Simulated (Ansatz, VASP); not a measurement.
# Two plane-wave programs on Ta

INCAR

```
SYSTEM = Ta
PREC = Accurate
ENCUT = 520
EDIFF = 1E-6
ISMEAR = 0
SIGMA = 0.15
LREAL = .FALSE.
LASPH = .TRUE.
NELM = 80
ALGO = Normal
ISIF = 2
LWAVE = .FALSE.
LCHARG = .FALSE.
GGA = PE
NBANDS = 12
```

KPOINTS

```
Automatic mesh
0
G
  20 20 20
  0 0 0
```

POSCAR

```
Ta
1.0
   -1.6512800000      1.6512800000      1.5852288000
    1.6512800000     -1.6512800000      1.5852288000
    1.6512800000      1.6512800000     -1.5852288000
Ta
1
Direct
    0.0000000000      0.0000000000      0.0000000000
```

Input for Ansatz:

```yaml
crystal:
  lattice:
    - [-1.65128, 1.65128, 1.5852288]
    - [1.65128, -1.65128, 1.5852288]
    - [1.65128, 1.65128, -1.5852288]
  atoms:
    - { symbol: Ta, position: [0.0, 0.0, 0.0] }
basis:
  ecutwfc: 420
kpoints:
  mp_grid: { grid: [20, 20, 20] }
hamiltonian:
  xc: pbe
scf:
  occupations: { method: gaussian, width: 0.15 }
output:
  forces: true
  stress: true
  eigenvalues: true
  write_density: true
  write_potential: true
  elf: true
  volumetric_format: npy
```

Change from the starting cell: strain +0.000 along x and y, -0.040 along z, atoms carried along.

Alike in both runs: task single point; functional PBE; k mesh 20 × 20 × 20; occupations gaussian, width 0.15 eV; no spin polarisation.

|  | VASP | Ansatz |
| --- | --- | --- |
| version | VASP 6.6.1 | Ansatz 0.2.0 |
| potentials or method | VASP PAW PBE potentials, release 64 (Ta_pv), cutoff 520 eV | scalar-relativistic, plane waves, PAW |
| valence electrons in the cell | 11 | 13 |

|  | VASP | Ansatz | Ansatz less VASP |
| --- | --- | --- | --- |
| gap on the k mesh at the Fermi level (eV) | none | none | - |
| pressure (GPa) | 12.6 | 12.4 | -0.19 |
| traceless stress, the component that is largest in VASP (GPa) | 3.52 | 3.53 | +0.012 |

A gap of «none» marks a metal or a gap that the smearing closes. VASP's potentials hold 11 valence electrons a cell and Ansatz's 13, so a difference there can come from the potentials and not from the codes.

Neither program's run includes spin-orbit coupling.
